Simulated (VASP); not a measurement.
# CuO (C2/c) in VASP: settings compared, part 2 of 3

VASP 6.6.1.

## (3) Single point, PBEsol

This run uses another cell than the first one, of 10.67 Å³/atom.

Contents of INCAR:

```
SYSTEM = CuO
ALGO     = Normal         ! electronic algorithm
EDIFF    = 1E-6           ! SCF threshold, eV
ENCUT    = 700            ! plane-wave cutoff, eV
GGA      = PS             ! functional
GGA_COMPAT= .FALSE.      
ISIF     = 2              ! what is computed and relaxed
ISMEAR   = -1             ! smearing method
LASPH    = .TRUE.         ! aspherical terms in the spheres
LCHARG   = .FALSE.        ! write CHGCAR
LREAL    = .FALSE.        ! projectors in reciprocal space
LWAVE    = .FALSE.        ! write WAVECAR
NBANDS   = 33             ! bands
NELM     = 120            ! most SCF steps
PREC     = Accurate       ! precision mode
SIGMA    = 0.05           ! smearing width, eV
```

Contents of KPOINTS:

```
k-points
0
G
  10 10 5
  0 0 0
```

Contents of POSCAR:

```
CuO
1.0
    2.0450154237     -2.0432842565      0.1594798401
    2.0450154237      2.0432842565      0.1594798401
   -0.3978440105      0.0000000000      5.0741725764
Cu O
2 2
Direct
    0.5000000000      0.0000000000      0.5000000000
    0.0000000000      0.5000000000      0.0000000000
    0.4998863356      0.5001136644      0.7500000000
    0.5001136644      0.4998863356      0.2500000000
```

Potentials or basis: VASP PAW PBE potentials, release 64 (Cu_sv_GW, O).

Launch:

```console
$ cat potpaw_PBE.64/Cu_sv_GW/POTCAR potpaw_PBE.64/O/POTCAR > POTCAR
$ mpirun -np 1 vasp_std > vasp.out
```

OUTCAR:

```text
SYSTEM = CuO
   EDIFF = 1E-6
   ENCUT = 700
   GGA = PS
   ISIF = 2
   ISMEAR = -1
   LASPH = .TRUE.
   LREAL = .FALSE.
   NELM = 120
   PREC = Accurate

 ion  position               nearest neighbor table
   1  0.500  0.000  0.500-   3 1.93   4 1.93   4 1.93   3 1.93
   2  0.000  0.500  0.000-   4 1.93   3 1.93   4 1.93   3 1.93
   3  0.500  0.500  0.750-   2 1.93   1 1.93   2 1.93   1 1.93
   4  0.500  0.500  0.250-   1 1.93   2 1.93   2 1.93   1 1.93

  LATTYP: Found a base centered monoclinic cell.
 ALAT       =     4.1024489772
 B/A-ratio  =     0.9961290282
 C/A-ratio  =     1.2406602314
 COS(beta)  =    -0.0004184692

  Lattice vectors:

 A1 = (   2.0450154237,  -2.0432842565,   0.1594798401)
 A2 = (   2.0450154237,   2.0432842565,   0.1594798401)
 A3 = (  -0.3978440105,   0.0000000000,   5.0741725764)

Analysis of symmetry for initial positions (statically):
=====================================================================
 Subroutine PRICEL returns:
 Original cell was already a primitive cell.

 Routine SETGRP: Setting up the symmetry group for a
 base centered monoclinic supercell.

 Subroutine GETGRP returns: Found  4 space group operations
 (whereof  2 operations were pure point group operations)
 out of a pool of  4 trial point group operations.

The static configuration has the point symmetry S_2 .
 The point group associated with its full space group is C_2h.

Analysis of symmetry for dynamics (positions and initial velocities):
=====================================================================
 Subroutine PRICEL returns:
 Original cell was already a primitive cell.

 Routine SETGRP: Setting up the symmetry group for a
 base centered monoclinic supercell.

 Subroutine GETGRP returns: Found  4 space group operations
 (whereof  2 operations were pure point group operations)
 out of a pool of  4 trial point group operations.

The dynamic configuration has the point symmetry S_2 .
 The point group associated with its full space group is C_2h.

 Subroutine INISYM returns: Found  4 space group operations
 (whereof  2 operations are pure point group operations),
 and found     1 'primitive' translations

----------------------------------------------------------------------------------------

                                     Primitive cell

  volume of cell :      42.6646

  direct lattice vectors                    reciprocal lattice vectors
     2.045015424 -2.043284256  0.159479840     0.243011057 -0.244704083  0.019053450
     2.045015424  2.043284256  0.159479840     0.243011057  0.244704083  0.019053450
    -0.397844011  0.000000000  5.074172576    -0.015275541  0.000000000  0.195878777

  length of vectors
     2.895260343  2.895260343  5.089745297     0.345394696  0.345394696  0.196473503

  position of ions in fractional coordinates (direct lattice)
     0.500000000  1.000000000  0.500000000
     1.000000000  0.500000000  0.000000000
     0.499886336  0.500113664  0.750000000
     0.500113664  0.499886336  0.250000000

  ion indices of the primitive-cell ions
   primitive index   ion index
                 1           1
                 2           2
                 3           3
                 4           4

[... 25 lines left out ...]

 Following reciprocal coordinates:
            Coordinates               Weight
  0.000000  0.000000  0.000000      1.000000
  0.100000  0.000000  0.000000      4.000000
  0.200000  0.000000  0.000000      4.000000
  0.300000  0.000000  0.000000      4.000000
  0.400000 -0.000000  0.000000      4.000000
  0.500000  0.000000  0.000000      2.000000
[... 16 lines left out ...]
  0.300000  0.300000  0.000000      2.000000
  0.400000  0.300000  0.000000      4.000000
 [... further k-points ...]
   k-points           NKPTS =    141   k-points in BZ     NKDIM =    141   number of bands    NBANDS=     33
   number of dos      NEDOS =    301   number of ions     NIONS =      4
   total plane-waves  NPLWV =  37632
   dimension x,y,z NGX =    28 NGY =   28 NGZ =   48
   dimension x,y,z NGXF=    56 NGYF=   56 NGZF=   96
   ions per type =               2   2
   NGX,Y,Z   is equivalent  to a cutoff of  16.08, 16.08, 15.68 a.u.
   NGXF,Y,Z  is equivalent  to a cutoff of  32.16, 32.16, 31.36 a.u.
 SYSTEM =  CuO
   PREC   = accura    normal or accurate (medium, high low for compatibility)
   ISTART =      0    job   : 0-new  1-cont  2-samecut
   ICHARG =      2    charge: 1-file 2-atom 10-const
   ISPIN  =      1    spin polarized calculation?
   LNONCOLLINEAR =      F non collinear calculations
   LSORBIT =      F    spin-orbit coupling
   LASPH  =      T    aspherical Exc in radial PAW
   ENCUT  =  700.0 eV  51.45 Ry    7.17 a.u.   6.25  6.25 10.98*2*pi/ulx,y,z
   NELM   =    120;   NELMIN=  2; NELMDL= -5     # of ELM steps
   EDIFF  = 0.1E-05   stopping-criterion for ELM
   LREAL  =      F    real-space projection
   EDIFFG = 0.1E-04   stopping-criterion for IOM
   NSW    =      0    number of steps for IOM
   IBRION =     -1    ionic relax: 0-MD 1-quasi-New 2-CG
   NFREE  =      0    steps in history (QN), initial steepest desc. (CG)
   ISIF   =      2    stress and relaxation
   ISYM   =      2    0-nonsym 1-usesym 2-fastsym
   POTIM  = 0.5000    time-step for ionic-motion
   TEBEG  =    0.0;   TEEND  =   0.0 temperature during run
   PSTRESS=    0.0 pullay stress
   NELECT =      50.0000    total number of electrons
   NUPDOWN=      -1.0000    fix difference up-down
   EMIN   =  10.00;   EMAX   =-10.00  energy-range for DOS
   EFERMI =   0.00;   METHOD = LEGACY
   ISMEAR =    -1;   SIGMA  =   0.05  broadening in eV -4-tet -1-fermi 0-gaus
   EFERMI_NEDOS =   21; number of points for ismear=-14 and -15
   IALGO  =     38    algorithm
   IMIX   =      4    mixing-type and parameters
     AMIX     =   0.40;   BMIX     =  1.00
     AMIX_MAG =   1.60;   BMIX_MAG =  1.00
  volume/ion in A,a.u.               =      10.67        71.98
  Fermi-wavevector in a.u.,A,eV,Ry     =   1.726005  3.261677 40.533047  2.979095
  Thomas-Fermi vector in A             =   2.801399
   LORBIT       =      0    0 simple, 1 ext, 2 COOP (PROOUT), +10 PAW based schemes
   GGA     = PS    functional components
   LHFCALC =     F    Hartree Fock is set to
   AEXX    =    0.0000 exact exchange contribution
   IVDW    =     0    specifies the selected vdW correction
   LEPSILON=     F    determine dielectric tensor
   LRPA    =     F    only Hartree local field effects (RPA)
 non-spin polarized calculation
  energy-cutoff  :      700.00
  volume of cell :       42.66
 maximum number of plane-waves:      1810
 NGX is ok and might be reduce to    28
   NGX = 13   NGY = 13   NGZ = 21

 number of electron      50.0000001 magnetization

 Free energy of the ion-electron system (eV)
  ---------------------------------------------------
  ext. energy  EPLUGINS =         0.00000000
  ---------------------------------------------------
  free energy    TOTEN  =       -21.67748367 eV

  energy without entropy =      -21.65691023  energy(sigma->0) =      -21.66719695

 E-fermi :   5.2297     XC(G=0): -12.1606

 val. band max:        5.2273186804   @ k =  -0.3000   0.5000   0.4000
 cond. band min:       5.2894576807   @ k =  -0.4000   0.2000   0.4000
 fundamental gap:      0.0621390004
 Fermi energy:         5.2296808600

 k-point     1 :       0.0000    0.0000    0.0000
  band No.  band energies     occupation
      1    -107.2763      2.00000
      2    -107.2754      2.00000
      3     -64.9301      2.00000
      4     -64.9301      2.00000
      5     -64.8917      2.00000
      6     -64.8830      2.00000
[... 853 lines left out ...]
     32      17.2336      0.00000
     33      18.9379      0.00000

 [... further k-points ...]

------------------------ aborting loop because EDIFF is reached ----------------------------------------

  FORCE on cell =-STRESS in cart. coord.  units (eV):
  Direction    XX          YY          ZZ          XY          YZ          ZX
  --------------------------------------------------------------------------------------
  -------------------------------------------------------------------------------------
  Total       -0.7563192     -0.7420328     -0.7299869      0.0000000      0.0000000     -0.0010789
  in kB      -28.4019206    -27.8654280    -27.4130687      0.0000000      0.0000000     -0.0405151
  external PRESSURE =     -27.8934724 kB  Pullay stress =       0.0000000 kB

 VOLUME and BASIS-vectors are now :
 -----------------------------------------------------------------------------
  energy-cutoff  :      700.00
  volume of cell :       42.66
      direct lattice vectors                 reciprocal lattice vectors
     2.045015424 -2.043284256  0.159479840     0.243011057 -0.244704083  0.019053450
     2.045015424  2.043284256  0.159479840     0.243011057  0.244704083  0.019053450
    -0.397844011  0.000000000  5.074172576    -0.015275541  0.000000000  0.195878777

 POSITION                                       TOTAL-FORCE (eV/Angst)
 -----------------------------------------------------------------------------------
      0.82359     -1.02164      2.61683         0.000000     -0.000000      0.000000
      1.02251      1.02164      0.07974         0.000000     -0.000000      0.000000
      1.74663      0.00046      3.96511        -0.000000      0.000026     -0.000000
      1.94555     -0.00046      1.42802        -0.000000     -0.000026     -0.000000
 -----------------------------------------------------------------------------------
    total drift:                               -0.000000     -0.000000      0.000000

  FREE ENERGIE OF THE ION-ELECTRON SYSTEM (eV)
  ---------------------------------------------------
  free  energy   TOTEN  =       -21.6774836668 eV

  energy  without entropy=      -21.6569102333  energy(sigma->0) =      -21.66719695
```

Run time: 2.7 min. Hardware: 1 thread of Intel Xeon 6975P-C (Granite Rapids), shared host; peak memory 0.41 GiB.

Results:

- Free energy: -21.6775 eV
- Pressure: -2.8 GPa
- Band gap on the k mesh: zero (bands 25 and 26 overlap by 0.97 eV)

Caveat: the PAW data sets were made with another functional, which shifts forces and pressure a little; semilocal functionals often make such compounds metallic where correlation or magnetic order opens a gap, which also shifts bond lengths.

## (4) Single point, r2SCAN+U

This run uses another cell than the first one, of 10.76 Å³/atom.

Contents of POSCAR:

```
CuO
1.0
    2.0462008530     -2.0440043968      0.1588831489
    2.0462008530      2.0440043968      0.1588831489
   -0.3995630078      0.0000000000      5.1129691498
Cu O
2 2
Direct
    0.5000000000      0.0000000000      0.5000000000
    0.0000000000      0.5000000000      0.0000000000
    0.4998687083      0.5001312917      0.7500000000
    0.5001312917      0.4998687083      0.2500000000
```

Contents of INCAR.step1:

```
SYSTEM = CuO
ALGO = Normal ; EDIFF = 1E-4
ENCUT = 520 ; GGA = PE
ISMEAR = -1 ; LASPH = .True.
LCHARG = .False. ; LDAU = .True.
LDAUJ = 0 0 ; LDAUL = 2 -1
LDAUTYPE = 2 ; LDAUU = 1 0
LMAXMIX = 4 ; LREAL = .False.
LWAVE = .True. ; NBANDS = 25
NELM = 150 ; PREC = Accurate
SIGMA = 0.05
```

Contents of INCAR.step2:

```
SYSTEM = CuO
ALGO = Normal ; EDIFF = 1E-6
ENCUT = 520 ; ISIF = 2
ISMEAR = -1 ; ISTART = 1
LASPH = .True. ; LCHARG = .False.
LDAU = .True. ; LDAUJ = 0 0
LDAUL = 2 -1 ; LDAUPRINT = 1
LDAUTYPE = 2 ; LDAUU = 1 0
LMAXMIX = 4 ; LMIXTAU = .True.
LREAL = .False. ; LWAVE = .False.
METAGGA = R2SCAN ; NBANDS = 25
NELM = 150 ; PREC = Accurate
SIGMA = 0.05
```

Contents of KPOINTS:

```
k-points
0
Gamma
  10 10 5
  0 0 0
```

Potentials or basis: VASP PAW PBE potentials, release 64 (Cu, O).

Launch:

```console
$ cat potpaw_PBE.64/Cu/POTCAR potpaw_PBE.64/O/POTCAR > POTCAR
$ cp INCAR.step1 INCAR
$ mpirun -np 1 vasp_std > vasp.out
$ cp INCAR.step2 INCAR
$ mpirun -np 1 vasp_std > vasp.out
```

It took 2.6 min on 1 thread of Intel Xeon 6975P-C (Granite Rapids), shared host; peak memory 0.26 GiB.

The run converged. Its results:

```
Free energy            : -35.7712 eV
Pressure               : 0.0 GPa
Band gap on the k mesh : zero (bands 17 and 18 overlap by 0.96 eV)
```

Stress tensor (GPa, compression positive):
```
-0.09  0.00  0.00
 0.00 -0.07  0.00
 0.00  0.00  0.03
```

Levels at points of the mesh, in eV from the Fermi level:
```tsv
k point	band 13	band 14	band 15	band 16	band 17	band 18	band 19	band 20	band 21	band 22
(0.00, 0.00, 0.00)	-2.84	-2.77	-2.76	-2.38	0.70	0.71	1.81	6.70	7.91	14.07
(0.50, 0.00, 0.00)	-2.80	-2.29	-1.92	-1.80	0.26	0.51	4.05	6.47	7.24	11.76
(0.50, 0.50, 0.00)	-2.86	-2.85	-1.63	-1.51	-1.50	1.25	2.47	7.67	10.58	10.66
```

Eigenvalues of the final occupation matrices:
| site | spin | trace | eigenvalues |
| --- | --- | --- | --- |
| site 1 d | 1 | 4.59 | 0.78 0.93 0.96 0.96 0.97 |
| site 1 d | 2 | 4.59 | 0.78 0.93 0.96 0.96 0.97 |
| site 2 d | 1 | 4.59 | 0.78 0.93 0.96 0.96 0.97 |
| site 2 d | 2 | 4.59 | 0.78 0.93 0.96 0.96 0.97 |

Caveat: the PAW data sets were made with another functional, which shifts forces and pressure a little; U without spin polarisation on a metal has little footing.

## (5) Single point, r2SCAN+U

This run uses another cell than the first one, of 10.79 Å³/atom.

Contents of POSCAR:

```
CuO
1.0
    2.0491438694     -2.0443954742      0.1587636504
    2.0491438694      2.0443954742      0.1587636504
   -0.4008893320      0.0000000000      5.1180268575
Cu O
2 2
Direct
    0.5000000000      0.0000000000      0.5000000000
    0.0000000000      0.5000000000      0.0000000000
    0.4997559729      0.5002440271      0.7500000000
    0.5002440271      0.4997559729      0.2500000000
```

Contents of INCAR.step1:

```
  PREC = Accurate
  ENCUT = 520
  ISMEAR = -1
  SIGMA = 0.05
  LREAL = F
  LASPH = T
  NELM = 150
  LMAXMIX = 4
  LDAU = T
  LDAUTYPE = 2
  LDAUL = 2 -1
  LDAUU = 2 0
  LDAUJ = 0 0
  NBANDS = 25
  GGA = PE
  ALGO = Normal
  EDIFF = 1E-4
  LWAVE = T
  LCHARG = F
```

Contents of INCAR.step2:

```
  PREC = Accurate
  ENCUT = 520
  EDIFF = 1E-7
  ISMEAR = -1
  SIGMA = 0.05
  LREAL = F
  LASPH = T
  NELM = 150
  ALGO = Normal
  ISIF = 2
  LWAVE = F
  LCHARG = F
  LMAXMIX = 4
  LDAU = T
  LDAUTYPE = 2
  LDAUL = 2 -1
  LDAUU = 2 0
  LDAUJ = 0 0
  LDAUPRINT = 1
  METAGGA = R2SCAN
  LMIXTAU = T
  NBANDS = 25
  ISTART = 1
```

Contents of KPOINTS:

```
Automatic mesh
0
Gamma
  10 10 5
```

Launch:

```console
$ cat potpaw_PBE.64/Cu/POTCAR potpaw_PBE.64/O/POTCAR > POTCAR
$ cp INCAR.step1 INCAR
$ mpirun -np 1 vasp_std > vasp.out
$ cp INCAR.step2 INCAR
$ mpirun -np 1 vasp_std > vasp.out
```

Wall time 2.9 min (1 thread of Intel Xeon 6975P-C (Granite Rapids), shared host); peak memory 0.25 GiB.

Results (log left out):

| Property | Result |
| --- | --- |
| Free energy | -35.0859 eV |
| Pressure | -1.1 GPa |
| Band gap on the k mesh | zero (bands 17 and 18 overlap by 0.97 eV) |

Stress tensor (GPa, compression positive):
```
-1.08  0.00  0.02
 0.00 -1.05  0.00
 0.02  0.00 -1.26
```

Levels at points of the mesh, in eV from the Fermi level:
| k point | band 14 | band 15 | band 16 | band 17 | band 18 | band 19 | band 20 | band 21 |
| --- | --- | --- | --- | --- | --- | --- | --- | --- |
| (0.00, 0.00, 0.00) | -2.98 | -2.68 | -2.53 | 0.69 | 0.71 | 1.84 | 6.79 | 7.94 |
| (0.50, 0.00, 0.00) | -2.43 | -2.06 | -1.87 | 0.28 | 0.52 | 4.17 | 6.51 | 7.32 |
| (0.50, 0.50, 0.00) | -3.06 | -1.67 | -1.64 | -1.63 | 1.26 | 2.59 | 7.79 | 10.63 |

Eigenvalues of the final occupation matrices:
```csv
site,spin,trace,eigenvalues
site 1 d,1,4.61,0.78 0.93 0.96 0.96 0.98
site 1 d,2,4.61,0.78 0.93 0.96 0.96 0.98
site 2 d,1,4.61,0.78 0.93 0.96 0.96 0.98
site 2 d,2,4.61,0.78 0.93 0.96 0.96 0.98
```

Caveat: the PAW data sets were made with another functional, which shifts forces and pressure a little; U without spin polarisation on a metal has little footing.

(Part 2 of 3 ends here.)
